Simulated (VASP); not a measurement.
# SH2 in VASP: further runs

Aim: see how the results for SH2 move with the level of theory and the settings. Levels: LDA, PBE+D3(BJ). Tasks: single point.

Everything below comes from runs of VASP 6.6.1. Logs are shortened: lines on timing, memory, paths and dates and some standing lists are left out, and cuts for length are marked.

## 1. The cell of the first run

The cell holds a molecule in a box, 3 atoms: a = 12.326 Å, b = 12.826 Å, c = 13.326 Å, α = 90.00°, β = 90.00°, γ = 90.00°.

## 2. Single point, LDA

INCAR

```
SYSTEM = H2S
ALGO = Normal ; EDIFF = 1E-6
ENCUT = 1000 ; GGA_COMPAT = .FALSE.
ISIF = 2 ; ISMEAR = 0
LASPH = .TRUE. ; LCHARG = .TRUE.
LELF = .TRUE. ; LREAL = .FALSE.
LVHAR = .TRUE. ; LWAVE = .FALSE.
NBANDS = 11 ; NELM = 120
NELMDL = -8 ; PREC = Accurate
SIGMA = 0.005
```

KPOINTS

```
k-points
0
G
  1 1 1
  0 0 0
```

POSCAR

```
H2S
1.0
   12.3255669104      0.0000000000      0.0000000000
    0.0000000000     12.8255669104      0.0000000000
    0.0000000000      0.0000000000     13.3255669104
S H
1 2
Direct
    0.5294691500      0.5110600700      0.4594833100
    0.5162436300      0.4312875900      0.5244762600
    0.4663476000      0.5742980600      0.5158113300
```

Potentials or basis: VASP PAW LDA potentials, release 64 (S, H_h).

Command:

```
cat potpaw_LDA.64/S/POTCAR potpaw_LDA.64/H_h/POTCAR > POTCAR
mpirun -np 1 vasp_gam > vasp.out
```

OUTCAR:

```text
SYSTEM = H2S
   EDIFF = 1E-6
   ENCUT = 1000
   ISIF = 2
   ISMEAR = 0
   LASPH = .TRUE.
   LREAL = .FALSE.
   NELM = 120
   NELMDL = -8
   PREC = Accurate

 ion  position               nearest neighbor table
   1  0.529  0.511  0.459-   2 1.35   3 1.35
   2  0.516  0.431  0.524-   1 1.35
   3  0.466  0.574  0.516-   1 1.35

  LATTYP: Found a simple orthorhombic cell.
 ALAT       =    12.3255669104
 B/A-ratio  =     1.0405660854
 C/A-ratio  =     1.0811321708

  Lattice vectors:

 A1 = (  12.3255669104,   0.0000000000,   0.0000000000)
 A2 = (   0.0000000000,  12.8255669104,   0.0000000000)
 A3 = (   0.0000000000,   0.0000000000,  13.3255669104)

Analysis of symmetry for initial positions (statically):
=====================================================================
 Subroutine PRICEL returns:
 Original cell was already a primitive cell.

 Routine SETGRP: Setting up the symmetry group for a
 simple orthorhombic supercell.

 Subroutine GETGRP returns: Found  1 space group operations
 (whereof  1 operations were pure point group operations)
 out of a pool of  8 trial point group operations.

The static configuration has the point symmetry C_1 .

Analysis of symmetry for dynamics (positions and initial velocities):
=====================================================================
 Subroutine PRICEL returns:
 Original cell was already a primitive cell.

 Routine SETGRP: Setting up the symmetry group for a
 simple orthorhombic supercell.

 Subroutine GETGRP returns: Found  1 space group operations
 (whereof  1 operations were pure point group operations)
 out of a pool of  8 trial point group operations.

The dynamic configuration has the point symmetry C_1 .

 Subroutine INISYM returns: Found  1 space group operations
 (whereof  1 operations are pure point group operations),
 and found     1 'primitive' translations

----------------------------------------------------------------------------------------

                                     Primitive cell

  volume of cell :    2106.5374

  direct lattice vectors                    reciprocal lattice vectors
    12.325566910  0.000000000  0.000000000     0.081132171  0.000000000  0.000000000
     0.000000000 12.825566910  0.000000000     0.000000000  0.077969263  0.000000000
     0.000000000  0.000000000 13.325566910     0.000000000  0.000000000  0.075043712

  length of vectors
    12.325566910 12.825566910 13.325566910     0.081132171  0.077969263  0.075043712

  position of ions in fractional coordinates (direct lattice)
     0.529469150  0.511060070  0.459483310
     0.516243630  0.431287590  0.524476260
     0.466347600  0.574298060  0.515811330

  ion indices of the primitive-cell ions
   primitive index   ion index
                 1           1
                 2           2
                 3           3

----------------------------------------------------------------------------------------

 KPOINTS: k-points

Automatic generation of k-mesh.
 Grid dimensions read from file:
 generate k-points for:    1    1    1

 Generating k-lattice:

  Cartesian coordinates                     Fractional coordinates (reciprocal lattice)
     0.081132171  0.000000000  0.000000000     1.000000000  0.000000000  0.000000000
     0.000000000  0.077969263  0.000000000     0.000000000  1.000000000  0.000000000
     0.000000000  0.000000000  0.075043712     0.000000000  0.000000000  1.000000000

  Length of vectors
     0.081132171  0.077969263  0.075043712

  Shift w.r.t. Gamma in fractional coordinates (k-lattice)
     0.000000000  0.000000000  0.000000000

 Subroutine IBZKPT returns following result:
 ===========================================

 Found      1 irreducible k-points:

 Following reciprocal coordinates:
            Coordinates               Weight
  0.000000  0.000000  0.000000      1.000000
   k-points           NKPTS =      1   k-points in BZ     NKDIM =      1   number of bands    NBANDS=     11
   number of dos      NEDOS =    301   number of ions     NIONS =      3
   total plane-waves  NPLWV = ******
   dimension x,y,z NGX =   128 NGY =  140 NGZ =  140
   dimension x,y,z NGXF=   256 NGYF=  280 NGZF=  280
   ions per type =               1   2
   NGX,Y,Z   is equivalent  to a cutoff of  17.26, 18.15, 17.47 a.u.
   NGXF,Y,Z  is equivalent  to a cutoff of  34.53, 36.29, 34.93 a.u.
 SYSTEM =  H2S
   PREC   = accura    normal or accurate (medium, high low for compatibility)
   ISTART =      0    job   : 0-new  1-cont  2-samecut
   ICHARG =      2    charge: 1-file 2-atom 10-const
   ISPIN  =      1    spin polarized calculation?
   LNONCOLLINEAR =      F non collinear calculations
   LSORBIT =      F    spin-orbit coupling
   LASPH  =      T    aspherical Exc in radial PAW
   ENCUT  = 1000.0 eV  73.50 Ry    8.57 a.u.  31.78 33.07 34.36*2*pi/ulx,y,z
   NELM   =    120;   NELMIN=  2; NELMDL= -8     # of ELM steps
   EDIFF  = 0.1E-05   stopping-criterion for ELM
   LREAL  =      F    real-space projection
   EDIFFG = 0.1E-04   stopping-criterion for IOM
   NSW    =      0    number of steps for IOM
   IBRION =     -1    ionic relax: 0-MD 1-quasi-New 2-CG
   NFREE  =      0    steps in history (QN), initial steepest desc. (CG)
   ISIF   =      2    stress and relaxation
   ISYM   =      2    0-nonsym 1-usesym 2-fastsym
   POTIM  = 0.5000    time-step for ionic-motion
   TEBEG  =    0.0;   TEEND  =   0.0 temperature during run
   PSTRESS=    0.0 pullay stress
   NELECT =       8.0000    total number of electrons
   NUPDOWN=      -1.0000    fix difference up-down
   EMIN   =  10.00;   EMAX   =-10.00  energy-range for DOS
   EFERMI =   0.00;   METHOD = LEGACY
   ISMEAR =     0;   SIGMA  =   0.01  broadening in eV -4-tet -1-fermi 0-gaus
   EFERMI_NEDOS =   21; number of points for ismear=-14 and -15
   IALGO  =     38    algorithm
   IMIX   =      4    mixing-type and parameters
     AMIX     =   0.40;   BMIX     =  1.00
     AMIX_MAG =   1.60;   BMIX_MAG =  1.00
  volume/ion in A,a.u.               =     702.18      4738.54
  Fermi-wavevector in a.u.,A,eV,Ry     =   0.255416  0.482667  0.887609  0.065237
  Thomas-Fermi vector in A             =   1.077651
   LORBIT       =      0    0 simple, 1 ext, 2 COOP (PROOUT), +10 PAW based schemes
   GGA     = CA    functional components
   LHFCALC =     F    Hartree Fock is set to
   AEXX    =    0.0000 exact exchange contribution
   IVDW    =     0    specifies the selected vdW correction
   LEPSILON=     F    determine dielectric tensor
   LRPA    =     F    only Hartree local field effects (RPA)
 non-spin polarized calculation
 Gauss-broadening in eV      SIGMA  =   0.01
  energy-cutoff  :     1000.00
  volume of cell :     2106.54
 maximum number of plane-waves:     75663
 NGX is ok and might be reduce to   126
   NGX = 63   NGY = 67   NGZ = 69

 number of electron       8.0000000 magnetization

 Free energy of the ion-electron system (eV)
  ---------------------------------------------------
  ext. energy  EPLUGINS =         0.00000000
  ---------------------------------------------------
  free energy    TOTEN  =       -11.54830228 eV

  energy without entropy =      -11.54830228  energy(sigma->0) =      -11.54830228

 E-fermi :  -6.2528     XC(G=0):  -0.3955

 val. band max:       -6.2827630620   @ k =   0.0000   0.0000   0.0000
 cond. band min:      -0.8555035054   @ k =   0.0000   0.0000   0.0000
 fundamental gap:      5.4272595566
 Fermi energy:        -6.2528041174

 k-point     1 :       0.0000    0.0000    0.0000
  band No.  band energies     occupation
      1     -18.4224      2.00000
      2     -10.8492      2.00000
      3      -9.0413      2.00000
      4      -6.2828      2.00000
      5      -0.8555      0.00000
      6      -0.6396      0.00000
      7       0.2591      0.00000
      8       0.6291      0.00000
      9       0.6481      0.00000
     10       0.7797      0.00000
     11       0.8054      0.00000

------------------------ aborting loop because EDIFF is reached ----------------------------------------

  FORCE on cell =-STRESS in cart. coord.  units (eV):
  Direction    XX          YY          ZZ          XY          YZ          ZX
  --------------------------------------------------------------------------------------
  -------------------------------------------------------------------------------------
  Total       -0.0227049     -0.0543988     -0.0124574      0.0240538     -0.0126100      0.0041935
  in kB       -0.0172687     -0.0413743     -0.0094748      0.0182947     -0.0095908      0.0031895
  external PRESSURE =      -0.0227059 kB  Pullay stress =       0.0000000 kB

 VOLUME and BASIS-vectors are now :
 -----------------------------------------------------------------------------
  energy-cutoff  :     1000.00
  volume of cell :     2106.54
      direct lattice vectors                 reciprocal lattice vectors
    12.325566910  0.000000000  0.000000000     0.081132171  0.000000000  0.000000000
     0.000000000 12.825566910  0.000000000     0.000000000  0.077969263  0.000000000
     0.000000000  0.000000000 13.325566910     0.000000000  0.000000000  0.075043712

 POSITION                                       TOTAL-FORCE (eV/Angst)
 -----------------------------------------------------------------------------------
      6.52601      6.55464      6.12288        -0.007268      0.019053      0.000979
      6.36300      5.53151      6.98894        -0.009766      0.015622      0.006458
      5.74800      7.36570      6.87348         0.017034     -0.034674     -0.007437
 -----------------------------------------------------------------------------------
    total drift:                               -0.000001      0.000026     -0.000075

  FREE ENERGIE OF THE ION-ELECTRON SYSTEM (eV)
  ---------------------------------------------------
  free  energy   TOTEN  =       -11.5483022760 eV

  energy  without entropy=      -11.5483022760  energy(sigma->0) =      -11.54830228
```

It took 3.9 min on 1 thread of Intel Xeon Platinum 8375C at 2.90GHz (Ice Lake), shared host; peak memory 2.4 GiB.

Results:

```
Free energy                     : -11.5483 eV
Largest force                   : 0.039 eV/Å
Gap between the frontier levels : 5.43 eV
```

Forces in eV/Å, atoms in the order of the input:
```
S   -0.007  0.019  0.001
H   -0.010  0.016  0.006
H    0.017 -0.035 -0.007
```

Levels at points of the mesh, in eV from the valence-band top:
| k point | band 2 | band 3 | band 4 | band 5 | band 6 | band 7 |
| --- | --- | --- | --- | --- | --- | --- |
| (0.00, 0.00, 0.00) | -4.57 | -2.76 | 0.00 | 5.43 | 5.64 | 6.54 |

## 3. Single point, PBE+D3(BJ)

INCAR

```
SYSTEM = H2S
  ALGO = Normal
  EDIFF = 1E-6
  ENCUT = 1000
  GGA = PE
  GGA_COMPAT = .FALSE.
  ISIF = 2
  ISMEAR = 0
  IVDW = 12
  LASPH = .TRUE.
  LCHARG = .FALSE.
  LREAL = .FALSE.
  LWAVE = .FALSE.
  NBANDS = 11
  NELM = 120
  NELMDL = -8
  PREC = Accurate
  SIGMA = 0.005
```

KPOINTS is that of step 2.

POSCAR

```
H2S
1.0
   12.3255669104      0.0000000000      0.0000000000
    0.0000000000     12.8255669104      0.0000000000
    0.0000000000      0.0000000000     13.3255669104
S H
1 2
Direct
    0.5294691547      0.5110600716      0.4594833136
    0.5162436291      0.4312875927      0.5244762626
    0.4663475962      0.5742980557      0.5158113338
```

Potentials or basis: VASP PAW PBE potentials, release 64 (S, H_h).

Command:

```
cat potpaw_PBE.64/S/POTCAR potpaw_PBE.64/H_h/POTCAR > POTCAR
mpirun -np 1 vasp_gam > vasp.out
```

OUTCAR:

```text
SYSTEM = H2S
   EDIFF = 1E-6
   ENCUT = 1000
   GGA = PE
   ISIF = 2
   ISMEAR = 0
   IVDW = 12
   LASPH = .TRUE.
   LREAL = .FALSE.
   NELM = 120
   NELMDL = -8
   PREC = Accurate
 IVDW          = 12

 ion  position               nearest neighbor table
   1  0.529  0.511  0.459-   2 1.35   3 1.35
   2  0.516  0.431  0.524-   1 1.35
   3  0.466  0.574  0.516-   1 1.35

  LATTYP: Found a simple orthorhombic cell.
 ALAT       =    12.3255669104
 B/A-ratio  =     1.0405660854
 C/A-ratio  =     1.0811321708

  Lattice vectors:

 A1 = (  12.3255669104,   0.0000000000,   0.0000000000)
 A2 = (   0.0000000000,  12.8255669104,   0.0000000000)
 A3 = (   0.0000000000,   0.0000000000,  13.3255669104)

Analysis of symmetry for initial positions (statically):
=====================================================================
 Subroutine PRICEL returns:
 Original cell was already a primitive cell.

 Routine SETGRP: Setting up the symmetry group for a
 simple orthorhombic supercell.

[... 141 lines left out ...]
  free energy    TOTEN  =       -11.21240147 eV

  energy without entropy =      -11.21240147  energy(sigma->0) =      -11.21240147

 E-fermi :  -6.1147     XC(G=0):  -0.4076

 val. band max:       -6.1883842681   @ k =   0.0000   0.0000   0.0000
 cond. band min:      -0.8188647004   @ k =   0.0000   0.0000   0.0000
 fundamental gap:      5.3695195677
 Fermi energy:        -6.1147164721

 k-point     1 :       0.0000    0.0000    0.0000
  band No.  band energies     occupation
      1     -18.4017      2.00000
      2     -10.8202      2.00000
      3      -9.0060      2.00000
      4      -6.1884      2.00000
      5      -0.8189      0.00000
      6      -0.5670      0.00000
      7       0.2761      0.00000
      8       0.5875      0.00000
      9       0.6149      0.00000
     10       0.7480      0.00000
     11       0.7892      0.00000

------------------------ aborting loop because EDIFF is reached ----------------------------------------

 Edisp (eV)   -0.02193

 E8    (eV) :    -0.0065

  FORCE on cell =-STRESS in cart. coord.  units (eV):
  Direction    XX          YY          ZZ          XY          YZ          ZX
  --------------------------------------------------------------------------------------
  -------------------------------------------------------------------------------------
  Total      -0.04836    -0.09402    -0.07365     0.03199    -0.00230     0.03844
  in kB      -0.03678    -0.07151    -0.05601     0.02433    -0.00175     0.02924
  external pressure =       -0.05 kB  Pullay stress =        0.00 kB

 VOLUME and BASIS-vectors are now :
 -----------------------------------------------------------------------------
  energy-cutoff  :     1000.00
  volume of cell :     2106.54
      direct lattice vectors                 reciprocal lattice vectors
    12.325566910  0.000000000  0.000000000     0.081132171  0.000000000  0.000000000
     0.000000000 12.825566910  0.000000000     0.000000000  0.077969263  0.000000000
     0.000000000  0.000000000 13.325566910     0.000000000  0.000000000  0.075043712

 POSITION                                       TOTAL-FORCE (eV/Angst)
 -----------------------------------------------------------------------------------
      6.52601      6.55464      6.12288        -0.050432      0.009260      0.075124
      6.36300      5.53151      6.98894         0.005022      0.040784     -0.031921
      5.74800      7.36570      6.87348         0.045410     -0.050044     -0.043203
 -----------------------------------------------------------------------------------
    total drift:                               -0.000009      0.000024     -0.000066

  FREE ENERGIE OF THE ION-ELECTRON SYSTEM (eV)
  ---------------------------------------------------
  free  energy   TOTEN  =       -11.2343364399 eV

  energy  without entropy=      -11.2343364399  energy(sigma->0) =      -11.23433644
```

OSZICAR:

```text
N       E                     dE             d eps       ncg     rms          rms(c)
DAV:   1     0.693767087416E+02    0.69377E+02   -0.15393E+03    22   0.502E+02
DAV:   2     0.169497120638E+02   -0.52427E+02   -0.51884E+02    41   0.640E+01
DAV:   3    -0.100480316672E+02   -0.26998E+02   -0.26918E+02    36   0.592E+01
[... 18 lines left out ...]
DAV:  22    -0.112123785961E+02   -0.11582E-04   -0.32929E-07    33   0.272E-03    0.112E-03
DAV:  23    -0.112123941039E+02   -0.15508E-04   -0.42526E-07    22   0.229E-03    0.104E-03
DAV:  24    -0.112123984523E+02   -0.43483E-05   -0.95812E-08    36   0.116E-03    0.577E-04
DAV:  25    -0.112124006979E+02   -0.22456E-05   -0.36307E-08    22   0.741E-04    0.361E-04
DAV:  26    -0.112124014728E+02   -0.77490E-06    0.22357E-09    28   0.341E-04
   1 F= -.11234336E+02 E0= -.11234336E+02  d E =-.149527E-96
```

stdout:

```text
POSCAR found type information on POSCAR S H
 POSCAR found :  2 types and       3 ions
 scaLAPACK will be used
 LDA part: xc-table for (Slater+PW92), standard interpolation
 POSCAR, INCAR and KPOINTS ok, starting setup
 FFT: planning ... GRIDC
 FFT: planning ... GRID_SOFT
 FFT: planning ... GRID
 WAVECAR not read
 entering main loop
```

It took 5.4 min on 1 thread of AMD EPYC 7R13 (Zen 3), shared host; peak memory 3.5 GiB.

What came out:

* Free energy: -11.2343 eV
* Largest force: 0.091 eV/Å
* Gap between the frontier levels: 5.37 eV
* Dispersion energy per atom: -0.007 eV

Forces on the atoms (eV/Å):
```
S   -0.050  0.009  0.075
H    0.005  0.041 -0.032
H    0.045 -0.050 -0.043
```

Levels at points of the mesh, in eV from the valence-band top:
```
           k point  band 2  band 3  band 4  band 5  band 6  band 7
(0.00, 0.00, 0.00)   -4.63   -2.82    0.00    5.37    5.62    6.46
```
